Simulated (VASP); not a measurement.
Set up this calculation in VASP 6.6.1, as the native input.

```yaml
Task: single point
Functional: LDA
Potentials_or_basis: VASP PAW LDA potentials, release 64 (Mg)
Cutoff: 520 eV
k_mesh: 7 × 7 × 22
Occupations: gaussian, width 0.1 eV
Spin: no spin polarisation
Dipole_correction: no
Further_INCAR_settings: ALGO = Normal; EDIFF = 1e-07; NBANDS = 9
```

The structure of Mg lies in POSCAR:

```
Mg
1.0
    5.2968478620      0.0000000000      0.0000000000
    0.0000000000      5.2968454484      0.0050565864
    0.0000000000     -2.6469406532      1.5587553577
Mg
2
Direct
    0.2500000000      0.3312350333     -0.0001603658
    0.7500000000      0.6687649667      0.0001603658
```

One way to write it, as run:

INCAR

```
SYSTEM = Mg
PREC     = Accurate       ! precision mode
ENCUT    = 520            ! plane-wave cutoff, eV
EDIFF    = 1E-7           ! SCF threshold, eV
ISMEAR   = 0              ! smearing method
SIGMA    = 0.1            ! smearing width, eV
LREAL    = .FALSE.        ! projectors in reciprocal space
LASPH    = .TRUE.         ! aspherical terms in the spheres
NELM     = 80             ! most SCF steps
ALGO     = Normal         ! electronic algorithm
ISIF     = 2              ! what is computed and relaxed
LWAVE    = .FALSE.        ! write WAVECAR
LCHARG   = .FALSE.        ! write CHGCAR
GGA      = CA             ! functional
NBANDS   = 9              ! bands
```

KPOINTS

```
Automatic mesh
0
G
  7 7 22
  0 0 0
```

Potentials or basis: VASP PAW LDA potentials, release 64 (Mg).

Run with:

```console
$ cat potpaw_LDA.64/Mg/POTCAR > POTCAR
$ mpirun -np 1 vasp_std > vasp.out
```

It gave:

```
Pressure               : -0.7 GPa
Band gap on the k mesh : zero (bands 2 and 3 overlap by 2.77 eV)
```

Run time: 80 s on 1 thread of Intel(R) Xeon(R) Platinum 8259CL CPU @ 2.50GHz (Skylake/Cascade Lake), with other jobs on the host, peak memory 0.24 GiB.
